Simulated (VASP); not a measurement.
# TiCo3 (Pm-3m) in VASP: further runs

TiCo3 is run at these levels: PBEsol; tasks: single point.

Program: VASP 6.6.1. These are calculated values, not measurements. Logs are shortened: lines on timing, memory, paths and dates and some standing lists are left out, and cuts for length are marked.

## 1. The cell of the first run

It takes space group Pm-3m (No. 221, cubic). Conventional cell: a = 3.571 Å, b = 3.571 Å, c = 3.571 Å, α = 90.00°, β = 90.00°, γ = 90.00°. Ti (site symmetry m-3m) has 12 Co at 2.53 Å within 3.3 Å. Co (site symmetry 4/mmm) has 4 Ti at 2.53 Å and 8 Co at 2.53 Å within 3.3 Å.

## 2. Single point, PBEsol, collinear spin

Input file INCAR:

```
PREC = Accurate
ENCUT = 520
EDIFF = 1E-6
ISMEAR = -1
SIGMA = 0.05
LREAL = False
LASPH = True
NELM = 150
ALGO = Normal
ISIF = 2
LWAVE = False
LCHARG = True
ISPIN = 2
MAGMOM = -0.109 0.32 0.32 0.319
LORBIT = 11
NUPDOWN = 0.85
LMAXMIX = 4
GGA = PS
LELF = True
LVHAR = True
NBANDS = 32
```

Input file KPOINTS:

```
regular mesh
0
Gamma
  10 10 10
```

Input file POSCAR:

```
TiCo3
1.0
    3.5710000000      0.0000000000      0.0000000000
    0.0000000000      3.5710000000      0.0000000000
    0.0000000000      0.0000000000      3.5710000000
Ti Co
1 3
Direct
    0.0000000000      0.0000000000      0.0000000000
    0.0000000000      0.5000000000      0.5000000000
    0.5000000000      0.0000000000      0.5000000000
    0.5000000000      0.5000000000      0.0000000000
```

Potentials or basis: VASP PAW PBE potentials, release 64 (Ti_sv, Co).

Started as:

```bash
$ cat potpaw_PBE.64/Ti_sv/POTCAR potpaw_PBE.64/Co/POTCAR > POTCAR
$ mpirun -np 1 vasp_std > vasp.out
```

OUTCAR:

```text
PREC = Accurate
   ENCUT = 520
   EDIFF = 1E-6
   ISMEAR = -1
   LREAL = False
   LASPH = True
   NELM = 150
   ISIF = 2
   ISPIN = 2
   LORBIT = 11
   NUPDOWN = 0.85
   GGA = PS

 ion  position               nearest neighbor table
   1  0.000  0.000  0.000-   2 2.53   3 2.53   4 2.53   2 2.53   3 2.53   2 2.53   4 2.53   2 2.53
                             3 2.53   4 2.53   3 2.53   4 2.53
   2  0.000  0.500  0.500-   1 2.53   3 2.53   4 2.53   1 2.53   4 2.53   1 2.53   3 2.53   1 2.53
                             3 2.53   4 2.53   4 2.53   3 2.53
   3  0.500  0.000  0.500-   1 2.53   2 2.53   4 2.53   1 2.53   4 2.53   2 2.53   4 2.53   4 2.53
                             1 2.53   2 2.53   1 2.53   2 2.53
   4  0.500  0.500  0.000-   1 2.53   2 2.53   3 2.53   2 2.53   3 2.53   1 2.53   3 2.53   3 2.53
                             1 2.53   2 2.53   2 2.53   1 2.53

  LATTYP: Found a simple cubic cell.
 ALAT       =     3.5710000000

  Lattice vectors:

 A1 = (   3.5710000000,   0.0000000000,   0.0000000000)
 A2 = (   0.0000000000,   3.5710000000,   0.0000000000)
 A3 = (   0.0000000000,   0.0000000000,   3.5710000000)

Analysis of symmetry for initial positions (statically):
=====================================================================
 Subroutine PRICEL returns:
 Original cell was already a primitive cell.

 Routine SETGRP: Setting up the symmetry group for a
 simple cubic supercell.

 Subroutine GETGRP returns: Found 48 space group operations
 (whereof 48 operations were pure point group operations)
 out of a pool of 48 trial point group operations.

The static configuration has the point symmetry O_h .

Analysis of symmetry for dynamics (positions and initial velocities):
=====================================================================
 Subroutine PRICEL returns:
 Original cell was already a primitive cell.

 Routine SETGRP: Setting up the symmetry group for a
 simple cubic supercell.

 Subroutine GETGRP returns: Found 48 space group operations
 (whereof 48 operations were pure point group operations)
 out of a pool of 48 trial point group operations.

The dynamic configuration has the point symmetry O_h .

Analysis of structural, dynamic, and magnetic symmetry:
=====================================================================
 Subroutine PRICEL returns:
 Original cell was already a primitive cell.

 Routine SETGRP: Setting up the symmetry group for a
 simple cubic supercell.

 Subroutine GETGRP returns: Found 16 space group operations
 (whereof 16 operations were pure point group operations)
 out of a pool of 48 trial point group operations.

The overall configuration has the point symmetry D_4h.

 Subroutine INISYM returns: Found 16 space group operations
 (whereof 16 operations are pure point group operations),
 and found     1 'primitive' translations

----------------------------------------------------------------------------------------

                                     Primitive cell

  volume of cell :      45.5375

  direct lattice vectors                    reciprocal lattice vectors
     3.571000000  0.000000000  0.000000000     0.280033604  0.000000000  0.000000000
     0.000000000  3.571000000  0.000000000     0.000000000  0.280033604  0.000000000
     0.000000000  0.000000000  3.571000000     0.000000000  0.000000000  0.280033604

  length of vectors
     3.571000000  3.571000000  3.571000000     0.280033604  0.280033604  0.280033604

  position of ions in fractional coordinates (direct lattice)
     0.000000000  0.000000000  0.000000000
     0.000000000  0.500000000  0.500000000
     0.500000000  0.000000000  0.500000000
     0.500000000  0.500000000  0.000000000

  ion indices of the primitive-cell ions
   primitive index   ion index
                 1           1
                 2           2
                 3           3
                 4           4

----------------------------------------------------------------------------------------

 KPOINTS: regular mesh

Automatic generation of k-mesh.
 Grid dimensions read from file:
 generate k-points for:   10   10   10

 Generating k-lattice:

  Cartesian coordinates                     Fractional coordinates (reciprocal lattice)
     0.028003360  0.000000000  0.000000000     0.100000000  0.000000000  0.000000000
     0.000000000  0.028003360  0.000000000     0.000000000  0.100000000  0.000000000
     0.000000000  0.000000000  0.028003360     0.000000000  0.000000000  0.100000000

  Length of vectors
     0.028003360  0.028003360  0.028003360

  Shift w.r.t. Gamma in fractional coordinates (k-lattice)
     0.000000000  0.000000000  0.000000000

 Subroutine IBZKPT returns following result:
 ===========================================

 Found    126 irreducible k-points:

 Following reciprocal coordinates:
            Coordinates               Weight
  0.000000  0.000000  0.000000      1.000000
  0.100000  0.000000  0.000000      4.000000
  0.000000  0.000000  0.100000      2.000000
  0.200000  0.000000  0.000000      4.000000
  0.000000  0.000000  0.200000      2.000000
  0.300000  0.000000  0.000000      4.000000
[... 16 lines left out ...]
  0.500000  0.100000  0.000000      4.000000
  0.000000  0.500000  0.100000      4.000000
 [... further k-points ...]
   k-points           NKPTS =    126   k-points in BZ     NKDIM =    126   number of bands    NBANDS=     32
   number of dos      NEDOS =    301   number of ions     NIONS =      4
   total plane-waves  NPLWV =  21952
   dimension x,y,z NGX =    28 NGY =   28 NGZ =   28
   dimension x,y,z NGXF=    56 NGYF=   56 NGZF=   56
   ions per type =               1   3
   NGX,Y,Z   is equivalent  to a cutoff of  13.04, 13.04, 13.04 a.u.
   NGXF,Y,Z  is equivalent  to a cutoff of  26.07, 26.07, 26.07 a.u.
 SYSTEM =  unknown system
   PREC   = accura    normal or accurate (medium, high low for compatibility)
   ISTART =      0    job   : 0-new  1-cont  2-samecut
   ICHARG =      2    charge: 1-file 2-atom 10-const
   ISPIN  =      2    spin polarized calculation?
   LNONCOLLINEAR =      F non collinear calculations
   LSORBIT =      F    spin-orbit coupling
   LASPH  =      T    aspherical Exc in radial PAW
   ENCUT  =  520.0 eV  38.22 Ry    6.18 a.u.   6.64  6.64  6.64*2*pi/ulx,y,z
   NELM   =    150;   NELMIN=  2; NELMDL= -5     # of ELM steps
   EDIFF  = 0.1E-05   stopping-criterion for ELM
   LREAL  =      F    real-space projection
   EDIFFG = 0.1E-04   stopping-criterion for IOM
   NSW    =      0    number of steps for IOM
   IBRION =     -1    ionic relax: 0-MD 1-quasi-New 2-CG
   NFREE  =      0    steps in history (QN), initial steepest desc. (CG)
   ISIF   =      2    stress and relaxation
   ISYM   =      2    0-nonsym 1-usesym 2-fastsym
   POTIM  = 0.5000    time-step for ionic-motion
   TEBEG  =    0.0;   TEEND  =   0.0 temperature during run
   PSTRESS=    0.0 pullay stress
   NELECT =      39.0000    total number of electrons
   NUPDOWN=       0.8500    fix difference up-down
   EMIN   =  10.00;   EMAX   =-10.00  energy-range for DOS
   EFERMI =   0.00;   METHOD = LEGACY
   ISMEAR =    -1;   SIGMA  =   0.05  broadening in eV -4-tet -1-fermi 0-gaus
   EFERMI_NEDOS =   21; number of points for ismear=-14 and -15
   IALGO  =     38    algorithm
   IMIX   =      4    mixing-type and parameters
     AMIX     =   0.40;   BMIX     =  1.00
     AMIX_MAG =   1.60;   BMIX_MAG =  1.00
  volume/ion in A,a.u.               =      11.38        76.83
  Fermi-wavevector in a.u.,A,eV,Ry     =   1.554676  2.937911 32.885512  2.417017
  Thomas-Fermi vector in A             =   2.658727
   LORBIT       =     11    0 simple, 1 ext, 2 COOP (PROOUT), +10 PAW based schemes
   GGA     = PS    functional components
   LHFCALC =     F    Hartree Fock is set to
   AEXX    =    0.0000 exact exchange contribution
   IVDW    =     0    specifies the selected vdW correction
   LEPSILON=     F    determine dielectric tensor
   LRPA    =     F    only Hartree local field effects (RPA)
 spin polarized calculation
  energy-cutoff  :      520.00
  volume of cell :       45.54
 maximum number of plane-waves:      1248
 NGX is ok and might be reduce to    28
   NGX = 13   NGY = 13   NGZ = 13

 number of electron      39.0000040 magnetization       0.8500002

 Free energy of the ion-electron system (eV)
  ---------------------------------------------------
  ext. energy  EPLUGINS =         0.00000000
  ---------------------------------------------------
  free energy    TOTEN  =       -32.68726361 eV

  energy without entropy =      -32.64081456  energy(sigma->0) =      -32.66403908

 E-fermi :  10.1844     XC(G=0): -13.4604

 val. band max:       10.1703971792   @ k =   0.3000   0.2000   0.2000
 cond. band min:      10.1829760175   @ k =   0.2000   0.1000   0.0000
 fundamental gap:      0.0125788383
 Fermi energy:        10.1788461234

 spin component 1

 k-point     1 :       0.0000    0.0000    0.0000
  band No.  band energies     occupation
      1     -45.9838      1.00000
      2     -22.3384      1.00000
      3     -22.3384      1.00000
      4     -22.3384      1.00000
      5       2.1337      1.00000
      6       5.7893      1.00000
[... 805 lines left out ...]
     30      19.8102      0.00000
     31      21.1474      0.00000

 [... further k-points ...]

 spin component 2

 k-point     1 :       0.0000    0.0000    0.0000
  band No.  band energies     occupation
      1     -46.0797      1.00000
      2     -22.4355      1.00000
      3     -22.4355      1.00000
      4     -22.4355      1.00000
      5       2.1425      1.00000
      6       5.9441      1.00000
[... 805 lines left out ...]
     30      19.8571      0.00000
     31      21.2685      0.00000

 [... further k-points ...]

 [bands above 31 left out]

------------------------ aborting loop because EDIFF is reached ----------------------------------------

  FORCE on cell =-STRESS in cart. coord.  units (eV):
  Direction    XX          YY          ZZ          XY          YZ          ZX
  --------------------------------------------------------------------------------------
  -------------------------------------------------------------------------------------
  Total       -2.4334552     -2.4334552     -2.4326733      0.0000000      0.0000000      0.0000000
  in kB      -85.6178645    -85.6178645    -85.5903535      0.0000000      0.0000000      0.0000000
  external PRESSURE =     -85.6086942 kB  Pullay stress =       0.0000000 kB

 VOLUME and BASIS-vectors are now :
 -----------------------------------------------------------------------------
  energy-cutoff  :      520.00
  volume of cell :       45.54
      direct lattice vectors                 reciprocal lattice vectors
     3.571000000  0.000000000  0.000000000     0.280033604  0.000000000  0.000000000
     0.000000000  3.571000000  0.000000000     0.000000000  0.280033604  0.000000000
     0.000000000  0.000000000  3.571000000     0.000000000  0.000000000  0.280033604

 POSITION                                       TOTAL-FORCE (eV/Angst)
 -----------------------------------------------------------------------------------
      0.00000      0.00000      0.00000         0.000000      0.000000      0.000000
      0.00000      1.78550      1.78550         0.000000      0.000000      0.000000
      1.78550      0.00000      1.78550         0.000000      0.000000      0.000000
      1.78550      1.78550      0.00000         0.000000      0.000000      0.000000
 -----------------------------------------------------------------------------------
    total drift:                                0.000000      0.000000      0.000000

  FREE ENERGIE OF THE ION-ELECTRON SYSTEM (eV)
  ---------------------------------------------------
  free  energy   TOTEN  =       -32.6872636050 eV

  energy  without entropy=      -32.6408145635  energy(sigma->0) =      -32.66403908

 total charge

# of ion       s       p       d       tot
------------------------------------------
    1        2.271   6.200   1.953  10.424
    2        0.513   0.519   7.329   8.361
    3        0.513   0.519   7.329   8.361
    4        0.513   0.519   7.329   8.361
--------------------------------------------------
tot          3.811   7.757  23.939  35.507

 magnetization (x)

# of ion       s       p       d       tot
------------------------------------------
    1       -0.002  -0.008  -0.101  -0.110
    2       -0.001  -0.003   0.330   0.327
    3       -0.001  -0.003   0.330   0.327
    4       -0.001  -0.003   0.330   0.327
--------------------------------------------------
tot         -0.004  -0.016   0.890   0.870
```

Run time: 4.6 min. Hardware: 1 thread of Intel Xeon Platinum 8488C (Sapphire Rapids), shared host; peak memory 0.37 GiB.

What came out:

| Item | Value |
| --- | --- |
| Free energy | -32.6873 eV |
| Pressure | -8.6 GPa |
| Net moment | 0.85 μB per cell |
| Site moments | Ti -0.11; Co +0.33 μB |
| Valence electrons inside the program's atomic spheres | Ti 10.42; Co 8.36 |

Caveat: the cell stands under tension; the PAW data sets were made with another functional, which shifts forces and pressure a little; the total moment is fixed, so each spin has its own Fermi level and the state may be an excited one.

## 3. Single point, PBEsol, collinear spin

Input file INCAR:

```
SYSTEM = TiCo3
ALGO     = Normal         ! electronic algorithm
EDIFF    = 1E-6           ! SCF threshold, eV
ENCUT    = 520            ! plane-wave cutoff, eV
GGA      = PS             ! functional
ISIF     = 2              ! what is computed and relaxed
ISMEAR   = -1             ! smearing method
ISPIN    = 2              ! spin polarisation
LASPH    = .TRUE.         ! aspherical terms in the spheres
LCHARG   = .TRUE.         ! write CHGCAR
LELF     = .TRUE.         ! ELF
LMAXMIX  = 4              ! l up to which the mixer works
LORBIT   = 11             ! projections on sites
LREAL    = .FALSE.        ! projectors in reciprocal space
LVHAR    = .TRUE.       
LWAVE    = .FALSE.        ! write WAVECAR
MAGMOM   = -0.109 0.32 0.32 0.319 ! initial moments
NBANDS   = 32             ! bands
NELM     = 150            ! most SCF steps
NUPDOWN  = 0.85           ! fixed moment
PREC     = Accurate       ! precision mode
SIGMA    = 0.05           ! smearing width, eV
```

Input file KPOINTS:

```
k-points
0
G
  10 10 10
  0 0 0
```

POSCAR is that of step 2.

Potentials or basis: VASP PAW PBE potentials, release 64 (Ti_sv, Co).

Started as:

```bash
$ cat potpaw_PBE.64/Ti_sv/POTCAR potpaw_PBE.64/Co/POTCAR > POTCAR
$ mpirun -np 1 vasp_std > vasp.out
```

It took 4.4 min on 1 thread of Intel Xeon Platinum 8488C (Sapphire Rapids), shared host; peak memory 0.37 GiB.

Results (log left out):

| Item | Value |
| --- | --- |
| Free energy | -32.6873 eV |
| Pressure | -8.6 GPa |
| Net moment | 0.85 μB per cell |
| Site moments | Ti -0.11; Co +0.33 μB |
| Valence electrons inside the program's atomic spheres | Ti 10.42; Co 8.36 |

Caveat: the cell stands under tension; the PAW data sets were made with another functional, which shifts forces and pressure a little; the total moment is fixed, so each spin has its own Fermi level and the state may be an excited one.
